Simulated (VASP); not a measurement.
A run of VASP 6.6.1 is set up as follows.

Contents of INCAR:

```
ALGO = Fast
EDIFF = 1E-6
ENCUT = 520
GGA = PS
ISIF = 2
ISMEAR = -1
LASPH = T
LCHARG = F
LREAL = F
LWAVE = F
NBANDS = 14
NELM = 80
PREC = Accurate
SIGMA = 0.05
```

File KPOINTS:

```
k-points
0
Gamma
  9 9 9
```

Contents of POSCAR:

```
Mg3Te
1.0
   -2.1250014466      2.1250014466      5.2470339922
    2.1250014466     -2.1250014466      5.2470339922
    2.1250014466      2.1250014466     -5.2470339922
Te Mg
1 3
Direct
    0.0000000000      0.0000000000      0.0000000000
    0.2500000000      0.7500000000      0.5000000000
    0.7500000000      0.2500000000      0.5000000000
    0.5000000000      0.5000000000      0.0000000000
```

Potentials or basis: VASP PAW PBE potentials, release 64 (Te, Mg).

Launch:

```console
$ cat potpaw_PBE.64/Te/POTCAR potpaw_PBE.64/Mg/POTCAR > POTCAR
$ mpirun -np 1 vasp_std > vasp.out
```

Task: What does it give for the band gap on the k mesh?

Result: Zero (band 6 reaches 5.06 eV, above the bottom of band 7 at 3.66 eV).

Task: Predict the pressure.

Result: -0.3 GPa.

Stress tensor (GPa, compression positive):
```
-0.18  0.00  0.00
 0.00 -0.18  0.00
 0.00  0.00 -0.63
```

Caveat: the PAW data sets were made with another functional, which shifts forces and pressure a little; spin-orbit coupling is left out, which moves the levels of the heavy elements.
